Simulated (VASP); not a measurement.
Crystal: Si3Sn.

```xyz
4
Lattice="3.3916 0.0000 0.0000 0.0000 3.3916 0.0000 0.0000 0.0000 3.3916" Properties=species:S:1:pos:R:3 pbc="T T T"
Si    0.0000    1.6958    1.6958
Si    1.6958    0.0000    1.6958
Si    1.6958    1.6958    0.0000
Sn    0.0000    0.0000    0.0000
```

| Quantity | Value |
| --- | --- |
| Program | VASP 6.6.1 |
| Task | relaxation of cell and atoms |
| Functional | LDA |
| Potentials or basis | VASP PAW LDA potentials, release 64 (Si, Sn_d) |
| Cutoff | 600 eV |
| k mesh | 6 × 6 × 6 |
| Occupations | gaussian, width 0.1 eV |
| Spin | no spin polarisation |

At the start: pressure 164.5 GPa; volume 9.75 Å³/atom.

Q: How do energy, volume and symmetry change on relaxing?

A: Over 5 steps the energy falls by 2366.1 meV/atom and the volume is 17.54 Å³/atom (+79.9 %); space group Pm-3m (No. 221, to 0.05 Å).

The path:
```tsv
step	energy change (eV)	largest force (eV/Å)	pressure (GPa)	volume (Å³)
1	0.0000	0.0000	164.45	39.01
2	-5.4397	0.0000	-13.02	127.23
3	-9.4565	0.0000	-1.61	71.72
4	-9.4624	0.0000	-0.80	70.93
5	-9.4643	0.0000	0.04	70.16
```

Final structure:
```
Si Sn
1.0
     4.12448    0.00000    0.00000
     0.00000    4.12448    0.00000
     0.00000    0.00000    4.12448
Si Sn
3 1
Direct
  0.00000 0.50000 0.50000
  0.50000 0.00000 0.50000
  0.50000 0.50000 0.00000
  0.00000 0.00000 0.00000
```

Caveat: the volume moved by over 15 % at a fixed basis, so the end points are rough.
